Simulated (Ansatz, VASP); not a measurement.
# One calculation of Ag2Sn, two programs

```xyz
3
Lattice="0.0000 3.2774 3.2774 3.2774 0.0000 3.2774 3.2774 3.2774 0.0000" Properties=species:S:1:pos:R:3 pbc="T T T"
Ag    1.6387    1.6387    1.6387
Ag    4.9162    4.9162    4.9162
Sn    0.0000    0.0000    0.0000
```

Alike in both runs: functional PBE; k mesh 6 × 6 × 6; occupations gaussian, width 0.1 eV; no spin polarisation.

Ansatz relaxed the structure, and its values are those at the end. VASP's run is a single point on that final structure, the one shown.

|  | VASP | Ansatz |
| --- | --- | --- |
| version | VASP 6.6.1 | Ansatz 0.2.0 |
| potentials or method | VASP PAW PBE potentials, release 64 (Ag, Sn_d), cutoff 520 eV | scalar-relativistic, plane waves, PAW |
| valence electrons in the cell | 36 | 52 |

|  | VASP | Ansatz | Ansatz less VASP |
| --- | --- | --- | --- |
| gap on the k mesh at the Fermi level (eV) | none | none | - |
| pressure (GPa) | -0.1 | -0.1 | +0.01 |

A gap of «none» marks a metal or a gap that the smearing closes. VASP's potentials hold 36 valence electrons a cell and Ansatz's 52, so a difference there can come from the potentials and not from the codes.
